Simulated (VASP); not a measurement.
Runs of VASP 6.6.1 on MgF2. The structure is that of space group P4_2/mnm (No. 136), or close to it. The cells are those of the table. 

```tsv
cell	gap on the mesh (eV)	pressure (GPa)
a = 4.486, b = 4.486, c = 3.194 Å, 6 atoms	(b)	4.9
a = 4.909, b = 4.909, c = 3.022 Å, 6 atoms	6.48	(c)
a = 4.627, b = 4.627, c = 3.123 Å, 6 atoms	6.90	0.8
a = 4.557, b = 4.557, c = 3.157 Å, 6 atoms	7.00	2.7
a = 4.839, b = 4.839, c = 3.043 Å, 6 atoms	(a)	-3.9
```

Alike in all rows: task single point; level PBE; potentials or basis VASP PAW PBE potentials, release 64 (Mg, F); no spin polarisation; k mesh 6 × 6 × 8; cutoff (eV) 600; smearing gaussian 0.02 eV.

Question: Estimate the missing entries.

Answer: (a) 6.58; (b) 7.09; (c) -5.0.

A k mesh can miss the band edges.
